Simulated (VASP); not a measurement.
Set up this calculation in VASP 6.6.1, as the native input.

| Quantity | Value |
| --- | --- |
| Task | single point |
| Functional | PBE |
| Potentials or basis | VASP PAW PBE potentials, release 64 (Si, Li_sv) |
| Cutoff | 520 eV |
| k mesh | 2 × 2 × 2 |
| Occupations | gaussian, width 0.05 eV |
| Spin | collinear spin, zero start |
| Starting moments | [0.0, 0.0, 0.0, 0.0, 0.0, 0.0, 0.0, 0.0, 0.0, 0.0, 0.0, 0.0, 0.0, 0.0, 0.0, 0.0, 0.0] μB |
| Dipole correction | no |
| Further INCAR settings | LREAL = Auto; ALGO = Normal; EDIFF = 1e-06; NBANDS = 52 |

The structure of LiSi16 (a cell with a defect) lies in POSCAR:

```
LiSi16
1.0
    0.0000000000      5.4300000000      5.4300000000
    5.4300000000      0.0000000000      5.4300000000
    5.4300000000      5.4300000000      0.0000000000
Si Li
16 1
Direct
   -0.0015724678     -0.0004247698      0.0046958564
    0.1127058932      0.1218132597      0.1441786372
    0.0004208103      0.0102576427      0.5099718232
    0.1304126151      0.1304761510      0.6301881215
   -0.0164504604      0.5075521179      0.0072666667
    0.1219829650      0.6250883057      0.1248008287
   -0.0015732044      0.5049837017      0.4992877532
    0.1127047882      0.6444648250      0.6215278085
    0.4976015654     -0.0063266114      0.0060118785
    0.6241007366      0.1228351750      0.1237813996
    0.5048383978     -0.0014396869      0.4982709945
    0.6339184162      0.1219627993      0.6216755064
    0.4942111418      0.4952741252     -0.0050151934
    0.6120559853      0.6222585635      0.1219716390
    0.4976006446      0.5062989871      0.4933866483
    0.6240999079      0.6240709945      0.6225459484
    0.2737784530      0.2868523020      0.7865662983
```

One way to write it, as run:

INCAR

```
  PREC = Accurate
  ENCUT = 520
  EDIFF = 1E-6
  ISMEAR = 0
  SIGMA = 0.05
  LREAL = Auto
  LASPH = T
  NELM = 150
  ALGO = Normal
  ISIF = 2
  LWAVE = F
  LCHARG = F
  ISPIN = 2
  MAGMOM = 0 0 0 0 0 0 0 0 0 0 0 0 0 0 0 0 0
  LORBIT = 11
  GGA = PE
  NBANDS = 52
```

KPOINTS

```
Automatic mesh
0
Gamma
  2 2 2
```

Potentials or basis: VASP PAW PBE potentials, release 64 (Si, Li_sv).

Launch:

```sh
$ cat potpaw_PBE.64/Si/POTCAR potpaw_PBE.64/Li_sv/POTCAR > POTCAR
$ mpirun -np 1 vasp_std > vasp.out
```

It gave:

```json
{"Largest force": "0.676 eV/Å", "Net moment": "0.00 μB per cell", "Valence electrons inside the program's atomic spheres": "Si 1.69, 1.71, 1.70 (each value once); Li 2.14"}
```

Caveat: the k points lie up to 0.50 Å⁻¹ apart.

Wall time 2.8 min on 1 thread of Intel(R) Xeon(R) 6975P-C (Granite Rapids) (shared host), peak memory 0.67 GiB.
